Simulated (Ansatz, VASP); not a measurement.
# One calculation of Ag, two programs

File INCAR:

```
ALGO = Normal
EDIFF = 1E-7
ENCUT = 520
GGA = PE
ISIF = 2
ISMEAR = -1
LASPH = True
LCHARG = True
LELF = True
LREAL = False
LVHAR = True
LWAVE = False
NBANDS = 12
NELM = 60
PREC = Accurate
SIGMA = 0.1
```

KPOINTS

```
k-points
0
Gamma
  16 16 16
```

Contents of POSCAR:

```
Ag
1.0
    0.0000000000      1.8239238029      1.8239238029
    1.8239238029      0.0000000000      1.8239238029
    1.8239238029      1.8239238029      0.0000000000
Ag
1
Direct
    0.0000000000      0.0000000000      0.0000000000
```

Input for Ansatz:

```yaml
crystal:
  lattice:
    - [0.0, 1.8239238029, 1.8239238029]
    - [1.8239238029, 0.0, 1.8239238029]
    - [1.8239238029, 1.8239238029, 0.0]
  atoms:
    - { symbol: Ag, position: [0.0, 0.0, 0.0] }
kpoints:
  mp_grid: { grid: [16, 16, 16] }
scf:
  occupations: { method: fermi_dirac, width: 0.1 }
hamiltonian:
  xc: pbe
  pseudopotentials: { kind: paw }
output:
  forces: true
  stress: true
  eigenvalues: true
  populations: true
```

Change from the starting cell: volume scaled by 0.68, PAW files.

Alike in both runs: task single point; functional PBE; k mesh 16 × 16 × 16; occupations fermi-dirac, width 0.1 eV; no spin polarisation.

```csv
,VASP,Ansatz
version,VASP 6.6.1,Ansatz 0.2.0
potentials or method,"VASP PAW PBE potentials, release 64 (Ag)","PAW with Ansatz's default frozen-core files, scalar-relativistic"
plane-wave cutoff (eV),520,420
valence electrons in the cell,11,19
```

Ansatz gave:

```
pressure (GPa) : 105.2
```

Question: What did VASP give for the same quantities?

Answer: Pressure (GPa): 104.3.

Both programs put the cell under a high pressure, so it lies far from rest at this level. The functional is the same, so the differences come from potentials, cutoffs and numerics. VASP's potentials hold 11 valence electrons a cell and Ansatz's 19, so a difference there can come from the potentials and not from the codes.

Noted on VASP's run: the cell as given lies far from equilibrium.
